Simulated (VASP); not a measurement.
# SiC (P6_3/mmc) in VASP: further runs

The runs below take SiC through single point, with PBE, r2SCAN.

Everything below comes from runs of VASP 6.6.1. Logs are shortened: lines on timing, memory, paths and dates and some standing lists are left out, and cuts for length are marked.

## Step 1: The cell of the first run

The structure is hexagonal, space group P6_3/mmc (No. 194). Conventional cell: a = 3.098 Å, b = 3.098 Å, c = 4.933 Å, α = 90.00°, β = 90.00°, γ = 120.00°. Within 2.4 Å of Si (site symmetry -6m2) lie 3 C at 1.79 Å. Within 2.4 Å of C (site symmetry -6m2) lie 3 Si at 1.79 Å.

## Step 2: Single point, PBE (biaxial xy strain -1.2%)

Contents of INCAR:

```
SYSTEM = SiC
ALGO     = Normal         ! electronic algorithm
EDIFF    = 1E-6           ! SCF threshold, eV
ENCUT    = 520            ! plane-wave cutoff, eV
GGA      = PE             ! functional
ISIF     = 2              ! what is computed and relaxed
ISMEAR   = -1             ! smearing method
LASPH    = .True.         ! aspherical terms in the spheres
LCHARG   = .False.        ! write CHGCAR
LREAL    = .False.        ! projectors in reciprocal space
LWAVE    = .False.        ! write WAVECAR
NBANDS   = 16             ! bands
NELM     = 80             ! most SCF steps
PREC     = Accurate       ! precision mode
SIGMA    = 0.02           ! smearing width, eV
```

Contents of KPOINTS:

```
k-points
0
Gamma
  12 12 6
  0 0 0
```

Contents of POSCAR:

```
SiC
1.0
    3.0981181920      0.0000000000      0.0000000000
   -1.5490590960      2.6830490582      0.0000000000
    0.0000000000      0.0000000000      4.9327210893
Si C
2 2
Direct
    0.3333333333      0.6666666667      0.2500000000
    0.6666666667      0.3333333333      0.7500000000
    0.6666666667      0.3333333333      0.2500000000
    0.3333333333      0.6666666667      0.7500000000
```

Potentials or basis: VASP PAW PBE potentials, release 64 (Si, C).

The run is started by

```sh
cat potpaw_PBE.64/Si/POTCAR potpaw_PBE.64/C/POTCAR > POTCAR
mpirun -np 1 vasp_std > vasp.out
```

OUTCAR:

```text
SYSTEM = SiC
   EDIFF = 1E-6
   ENCUT = 520
   GGA = PE
   ISIF = 2
   ISMEAR = -1
   LASPH = .True.
   LREAL = .False.
   NELM = 80
   PREC = Accurate

 ion  position               nearest neighbor table
   1  0.333  0.667  0.250-   3 1.79   3 1.79   3 1.79   4 2.47   4 2.47   2 3.05   2 3.05   2 3.05
                             2 3.05   2 3.05   2 3.05
   2  0.667  0.333  0.750-   4 1.79   4 1.79   4 1.79   3 2.47   3 2.47   1 3.05   1 3.05   1 3.05
                             1 3.05   1 3.05   1 3.05
   3  0.667  0.333  0.250-   1 1.79   1 1.79   1 1.79   2 2.47   2 2.47
   4  0.333  0.667  0.750-   2 1.79   2 1.79   2 1.79   1 2.47   1 2.47

  LATTYP: Found a hexagonal cell.
 ALAT       =     3.0981181920
 C/A-ratio  =     1.5921668521

  Lattice vectors:

 A1 = (   3.0981181920,   0.0000000000,   0.0000000000)
 A2 = (  -1.5490590960,   2.6830490582,   0.0000000000)
 A3 = (   0.0000000000,   0.0000000000,   4.9327210893)

Analysis of symmetry for initial positions (statically):
=====================================================================
 Subroutine PRICEL returns:
 Original cell was already a primitive cell.

 Routine SETGRP: Setting up the symmetry group for a
 hexagonal supercell.

 Subroutine GETGRP returns: Found 24 space group operations
 (whereof 12 operations were pure point group operations)
 out of a pool of 24 trial point group operations.

The static configuration has the point symmetry D_3d.
 The point group associated with its full space group is D_6h.

Analysis of symmetry for dynamics (positions and initial velocities):
=====================================================================
 Subroutine PRICEL returns:
 Original cell was already a primitive cell.

 Routine SETGRP: Setting up the symmetry group for a
 hexagonal supercell.

 Subroutine GETGRP returns: Found 24 space group operations
 (whereof 12 operations were pure point group operations)
 out of a pool of 24 trial point group operations.

The dynamic configuration has the point symmetry D_3d.
 The point group associated with its full space group is D_6h.

 Subroutine INISYM returns: Found 24 space group operations
 (whereof 12 operations are pure point group operations),
 and found     1 'primitive' translations

----------------------------------------------------------------------------------------

                                     Primitive cell

  volume of cell :      41.0028

  direct lattice vectors                    reciprocal lattice vectors
     3.098118192  0.000000000  0.000000000     0.322776582  0.186355146  0.000000000
    -1.549059096  2.683049058  0.000000000     0.000000000  0.372710293  0.000000000
     0.000000000  0.000000000  4.932721089     0.000000000  0.000000000  0.202727862

  length of vectors
     3.098118192  3.098118192  4.932721089     0.372710293  0.372710293  0.202727862

  position of ions in fractional coordinates (direct lattice)
     0.333333333  0.666666667  0.250000000
     0.666666667  0.333333333  0.750000000
     0.666666667  0.333333333  0.250000000
     0.333333333  0.666666667  0.750000000

  ion indices of the primitive-cell ions
   primitive index   ion index
                 1           1
                 2           2
                 3           3
                 4           4

----------------------------------------------------------------------------------------

 KPOINTS: k-points

Automatic generation of k-mesh.
 Grid dimensions read from file:
 generate k-points for:   12   12    6

 Generating k-lattice:

  Cartesian coordinates                     Fractional coordinates (reciprocal lattice)
     0.026898048  0.015529596  0.000000000     0.083333333  0.000000000  0.000000000
     0.000000000  0.031059191  0.000000000     0.000000000  0.083333333  0.000000000
     0.000000000  0.000000000  0.033787977     0.000000000  0.000000000  0.166666667

  Length of vectors
     0.031059191  0.031059191  0.033787977

  Shift w.r.t. Gamma in fractional coordinates (k-lattice)
     0.000000000  0.000000000  0.000000000

 Subroutine IBZKPT returns following result:
 ===========================================

 Found     76 irreducible k-points:

 Following reciprocal coordinates:
            Coordinates               Weight
  0.000000  0.000000  0.000000      1.000000
  0.083333  0.000000  0.000000      6.000000
  0.166667  0.000000  0.000000      6.000000
  0.250000  0.000000  0.000000      6.000000
  0.333333  0.000000  0.000000      6.000000
  0.416667  0.000000  0.000000      6.000000
[... 16 lines left out ...]
  0.250000  0.000000  0.166667     12.000000
  0.333333  0.000000  0.166667     12.000000
 [... further k-points ...]
   k-points           NKPTS =     76   k-points in BZ     NKDIM =     76   number of bands    NBANDS=     16
   number of dos      NEDOS =    301   number of ions     NIONS =      4
   total plane-waves  NPLWV =  23040
   dimension x,y,z NGX =    24 NGY =   24 NGZ =   40
   dimension x,y,z NGXF=    48 NGYF=   48 NGZF=   80
   ions per type =               2   2
   NGX,Y,Z   is equivalent  to a cutoff of  12.88, 12.88, 13.48 a.u.
   NGXF,Y,Z  is equivalent  to a cutoff of  25.76, 25.76, 26.96 a.u.
 SYSTEM =  SiC
   PREC   = accura    normal or accurate (medium, high low for compatibility)
   ISTART =      0    job   : 0-new  1-cont  2-samecut
   ICHARG =      2    charge: 1-file 2-atom 10-const
   ISPIN  =      1    spin polarized calculation?
   LNONCOLLINEAR =      F non collinear calculations
   LSORBIT =      F    spin-orbit coupling
   LASPH  =      T    aspherical Exc in radial PAW
   ENCUT  =  520.0 eV  38.22 Ry    6.18 a.u.   5.76  5.76  9.17*2*pi/ulx,y,z
   NELM   =     80;   NELMIN=  2; NELMDL= -5     # of ELM steps
   EDIFF  = 0.1E-05   stopping-criterion for ELM
   LREAL  =      F    real-space projection
   EDIFFG = 0.1E-04   stopping-criterion for IOM
   NSW    =      0    number of steps for IOM
   IBRION =     -1    ionic relax: 0-MD 1-quasi-New 2-CG
   NFREE  =      0    steps in history (QN), initial steepest desc. (CG)
   ISIF   =      2    stress and relaxation
   ISYM   =      2    0-nonsym 1-usesym 2-fastsym
   POTIM  = 0.5000    time-step for ionic-motion
   TEBEG  =    0.0;   TEEND  =   0.0 temperature during run
   PSTRESS=    0.0 pullay stress
   NELECT =      16.0000    total number of electrons
   NUPDOWN=      -1.0000    fix difference up-down
   EMIN   =  10.00;   EMAX   =-10.00  energy-range for DOS
   EFERMI =   0.00;   METHOD = LEGACY
   ISMEAR =    -1;   SIGMA  =   0.02  broadening in eV -4-tet -1-fermi 0-gaus
   EFERMI_NEDOS =   21; number of points for ismear=-14 and -15
   IALGO  =     38    algorithm
   IMIX   =      4    mixing-type and parameters
     AMIX     =   0.40;   BMIX     =  1.00
     AMIX_MAG =   1.60;   BMIX_MAG =  1.00
  volume/ion in A,a.u.               =      10.25        69.18
  Fermi-wavevector in a.u.,A,eV,Ry     =   1.196310  2.260698 19.472085  1.431158
  Thomas-Fermi vector in A             =   2.332254
   LORBIT       =      0    0 simple, 1 ext, 2 COOP (PROOUT), +10 PAW based schemes
   GGA     = PE    functional components
   LHFCALC =     F    Hartree Fock is set to
   AEXX    =    0.0000 exact exchange contribution
   IVDW    =     0    specifies the selected vdW correction
   LEPSILON=     F    determine dielectric tensor
   LRPA    =     F    only Hartree local field effects (RPA)
 non-spin polarized calculation
  energy-cutoff  :      520.00
  volume of cell :       41.00
 maximum number of plane-waves:      1124
 NGX is ok and might be reduce to    24
   NGX = 11   NGY = 11   NGZ = 19

 number of electron      16.0000001 magnetization

 Free energy of the ion-electron system (eV)
  ---------------------------------------------------
  ext. energy  EPLUGINS =         0.00000000
  ---------------------------------------------------
  free energy    TOTEN  =       -28.22746278 eV

  energy without entropy =      -28.22742237  energy(sigma->0) =      -28.22744258

 E-fermi :  10.5542     XC(G=0): -11.3950

 val. band max:       10.5060921874   @ k =   0.0000   0.0000   0.0000
 cond. band min:      10.6208772860   @ k =   0.5000   0.0000   0.0000
 fundamental gap:      0.1147850987
 Fermi energy:        10.5541644593

 k-point     1 :       0.0000    0.0000    0.0000
  band No.  band energies     occupation
      1      -7.3431      2.00000
      2      -3.8957      2.00000
      3       0.7050      2.00000
      4       6.1411      2.00000
      5       6.1411      2.00000
      6       7.3555      2.00000
[... 8 lines left out ...]
     15      17.0655      0.00000
     16      18.5581      0.00000

 k-point     2 :       0.0833    0.0000    0.0000
  band No.  band energies     occupation
      1      -7.2240      2.00000
      2      -3.7923      2.00000
      3       0.8255      2.00000
      4       5.5206      2.00000
      5       5.9567      2.00000
      6       6.9629      2.00000
[... 8 lines left out ...]
     15      16.8993      0.00000
     16      19.2223      0.00000

 k-point     3 :       0.1667    0.0000    0.0000
  band No.  band energies     occupation
      1      -6.8694      2.00000
      2      -3.4897      2.00000
      3       1.1841      2.00000
      4       4.1175      2.00000
      5       5.5285      2.00000
      6       5.9647      2.00000
[... 8 lines left out ...]
     15      17.8750      0.00000
     16      19.2836      0.00000

 k-point     4 :       0.2500    0.0000    0.0000
  band No.  band energies     occupation
      1      -6.2897      2.00000
      2      -3.0189      2.00000
      3       1.7698      2.00000
      4       2.4989      2.00000
      5       4.6816      2.00000
      6       5.0529      2.00000
[... 8 lines left out ...]
     15      18.2655      0.00000
     16      18.3977      0.00000
[... 324 lines left out ...]
 k-point    22 :       0.1667    0.0000    0.1667
  band No.  band energies     occupation
      1      -6.7311      2.00000
      2      -3.9342      2.00000
      3       1.8507      2.00000
      4       4.2458      2.00000
      5       5.6134      2.00000
      6       5.7663      2.00000
[... 8 lines left out ...]
     15      17.6295      0.00000
     16      19.3989      0.00000

 k-point    23 :       0.2500    0.0000    0.1667
  band No.  band energies     occupation
      1      -6.1534      2.00000
      2      -3.4344      2.00000
      3       2.1273      2.00000
      4       2.9149      2.00000
      5       4.4209      2.00000
      6       5.1444      2.00000
[... 8 lines left out ...]
     15      18.6341      0.00000
     16      18.8305      0.00000

 k-point    24 :       0.3333    0.0000    0.1667
  band No.  band energies     occupation
      1      -5.3783      2.00000
      2      -2.8301      2.00000
      3       0.9591      2.00000
      4       3.0274      2.00000
      5       3.3060      2.00000
      6       4.7501      2.00000
[... 8 lines left out ...]
     15      18.9367      0.00000
     16      19.6180      0.00000

 [... further k-points ...]

------------------------ aborting loop because EDIFF is reached ----------------------------------------

  FORCE on cell =-STRESS in cart. coord.  units (eV):
  Direction    XX          YY          ZZ          XY          YZ          ZX
  --------------------------------------------------------------------------------------
  -------------------------------------------------------------------------------------
  Total        3.9565443      3.9565443      0.9150408      0.0000000      0.0000000      0.0000000
  in kB      154.6014126    154.6014126     35.7550921      0.0000000      0.0000000      0.0000000
  external PRESSURE =     114.9859724 kB  Pullay stress =       0.0000000 kB

 VOLUME and BASIS-vectors are now :
 -----------------------------------------------------------------------------
  energy-cutoff  :      520.00
  volume of cell :       41.00
      direct lattice vectors                 reciprocal lattice vectors
     3.098118192  0.000000000  0.000000000     0.322776582  0.186355146  0.000000000
    -1.549059096  2.683049058  0.000000000     0.000000000  0.372710293  0.000000000
     0.000000000  0.000000000  4.932721089     0.000000000  0.000000000  0.202727862

 POSITION                                       TOTAL-FORCE (eV/Angst)
 -----------------------------------------------------------------------------------
     -0.00000      1.78870      1.23318         0.000000     -0.000000      0.000000
      1.54906      0.89435      3.69954        -0.000000      0.000000      0.000000
      1.54906      0.89435      1.23318         0.000000      0.000000      0.000000
     -0.00000      1.78870      3.69954        -0.000000      0.000000      0.000000
 -----------------------------------------------------------------------------------
    total drift:                               -0.000000      0.000000      0.000000

  FREE ENERGIE OF THE ION-ELECTRON SYSTEM (eV)
  ---------------------------------------------------
  free  energy   TOTEN  =       -28.2274627814 eV

  energy  without entropy=      -28.2274223734  energy(sigma->0) =      -28.22744258
```

It took 18 s on 1 thread of Intel Xeon Platinum 8488C (Sapphire Rapids), shared host; peak memory 0.18 GiB.

Results:

```
Free energy            : -28.2275 eV
Pressure               : 11.5 GPa
Band gap on the k mesh : 0.11 eV, indirect (least direct gap 2.08 eV)
```

Caveat: the cell differs from its parent crystal (biaxial xy strain -1.2%). A k mesh can miss the band edges.

## Step 3: Single point, r2SCAN (biaxial xy strain -1.2%)

POSCAR is that of step 2.

Contents of INCAR.step1:

```
SYSTEM = SiC
PREC     = Accurate       ! precision mode
ENCUT    = 520            ! plane-wave cutoff, eV
ISMEAR   = -1             ! smearing method
SIGMA    = 0.02           ! smearing width, eV
LREAL    = .FALSE.        ! projectors in reciprocal space
LASPH    = .TRUE.         ! aspherical terms in the spheres
NELM     = 60             ! most SCF steps
NBANDS   = 16             ! bands
GGA      = PE             ! functional
ALGO     = Normal         ! electronic algorithm
EDIFF    = 1E-4           ! SCF threshold, eV
LWAVE    = .TRUE.         ! write WAVECAR
LCHARG   = .FALSE.        ! write CHGCAR
```

Contents of INCAR.step2:

```
SYSTEM = SiC
PREC     = Accurate       ! precision mode
ENCUT    = 520            ! plane-wave cutoff, eV
EDIFF    = 1E-6           ! SCF threshold, eV
ISMEAR   = -1             ! smearing method
SIGMA    = 0.02           ! smearing width, eV
LREAL    = .FALSE.        ! projectors in reciprocal space
LASPH    = .TRUE.         ! aspherical terms in the spheres
NELM     = 60             ! most SCF steps
ALGO     = Normal         ! electronic algorithm
ISIF     = 2              ! what is computed and relaxed
LWAVE    = .FALSE.        ! write WAVECAR
LCHARG   = .TRUE.         ! write CHGCAR
METAGGA  = R2SCAN         ! meta-GGA
LMIXTAU  = .TRUE.       
LELF     = .TRUE.         ! ELF
LVHAR    = .TRUE.       
NBANDS   = 16             ! bands
ISTART   = 1
```

Contents of KPOINTS:

```
regular mesh
0
G
  12 12 6
  0 0 0
```

Potentials or basis: VASP PAW PBE potentials, release 64 (Si, C).

The run is started by

```sh
cat potpaw_PBE.64/Si/POTCAR potpaw_PBE.64/C/POTCAR > POTCAR
cp INCAR.step1 INCAR
mpirun -np 1 vasp_std > vasp.out
cp INCAR.step2 INCAR
mpirun -np 1 vasp_std > vasp.out
```

Run time: 76 s. Hardware: 1 thread of Intel Xeon Platinum 8488C (Sapphire Rapids), shared host; peak memory 0.18 GiB.

The run converged. Its results:

```
Free energy            : -36.6604 eV
Pressure               : 7.5 GPa
Band gap on the k mesh : 0.38 eV, indirect (least direct gap 2.45 eV)
```

Stress tensor (GPa, compression positive):
```
10.12  0.00  0.00
 0.00 10.12  0.00
 0.00  0.00  2.41
```

Levels at points of the mesh, in eV from the valence-band top:
```
           k point  band 4  band 5  band 6  band 7  band 8  band 9  band 10  band 11  band 12  band 13
(0.00, 0.00, 0.00)   -4.65   -4.65   -3.36   -3.36    0.00    2.45     4.26     4.56     4.56     6.48
(0.50, 0.00, 0.00)   -9.43   -6.89   -6.55   -4.57   -4.33    0.38     3.59     4.35     7.03     7.63
(0.00, 0.00, 0.50)   -5.68   -4.05   -4.05   -4.05   -4.05    3.78     3.78     5.15     5.15     5.15
(0.50, 0.00, 0.50)  -11.24   -5.70   -5.70   -3.26   -3.26    1.65     1.65     2.21     2.21    10.39
```

Caveat: the cell differs from its parent crystal (biaxial xy strain -1.2%); the PAW data sets were made with another functional, which shifts forces and pressure a little. A k mesh can miss the band edges.
